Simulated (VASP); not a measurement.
Set up this calculation in VASP 6.6.1, as the native input.

* Task: single point
* Functional: PBE
* Potentials or basis: VASP PAW PBE potentials, release 64 (Ti_sv, O)
* Cutoff: 520 eV
* k mesh: 8 × 8 × 8
* Occupations: gaussian, width 0.05 eV
* Spin: no spin polarisation
* Hubbard terms: Ti d U = 4.0 eV
* Dipole correction: no
* Further INCAR settings: ALGO = Normal; EDIFF = 1e-06; NBANDS = 33

The structure of TiO2 lies in POSCAR:

```
TiO2
1.0
   -1.9086496194      1.9086496194      4.4987000000
    1.9086496194     -1.9086496194      4.4987000000
    1.9086496194      1.9086496194     -4.4987000000
Ti O
2 4
Direct
    0.0000000000      0.0000000000      0.0000000000
    0.7500000000      0.2500000000      0.5000000000
    0.2052277854      0.2052277854      0.0000000000
    0.9552277854      0.4552277854      0.5000000000
    0.5447722146      0.0447722146      0.5000000000
    0.7947722146      0.7947722146      0.0000000000
```

These files were run (other wordings do the same):

INCAR

```
SYSTEM = TiO2
ALGO = Normal ; EDIFF = 1E-6
ENCUT = 520 ; GGA = PE
ISIF = 2 ; ISMEAR = 0
LASPH = .True. ; LCHARG = .False.
LDAU = .True. ; LDAUJ = 0 0
LDAUL = 2 -1 ; LDAUPRINT = 1
LDAUTYPE = 2 ; LDAUU = 4 0
LMAXMIX = 4 ; LREAL = .False.
LWAVE = .False. ; NBANDS = 33
NELM = 150 ; PREC = Accurate
SIGMA = 0.05
```

KPOINTS

```
k-points
0
Gamma
  8 8 8
  0 0 0
```

Potentials or basis: VASP PAW PBE potentials, release 64 (Ti_sv, O).

Run with:

```console
$ cat potpaw_PBE.64/Ti_sv/POTCAR potpaw_PBE.64/O/POTCAR > POTCAR
$ mpirun -np 1 vasp_std > vasp.out
```

It gave:

```yaml
Pressure: 29.4 GPa
Largest_force: 2.561 eV/Å
Band_gap_on_the_k_mesh: 2.92 eV (least direct gap 3.17 eV)
```

Caveat: the cell stands under pressure; forces of over 1 eV/Å act on the atoms, so gaps and moduli don't describe the material at rest.

Wall time 110 s on 1 thread of AMD EPYC 9R45 96-Core Processor (Zen 5), on a shared host, peak memory 0.26 GiB.
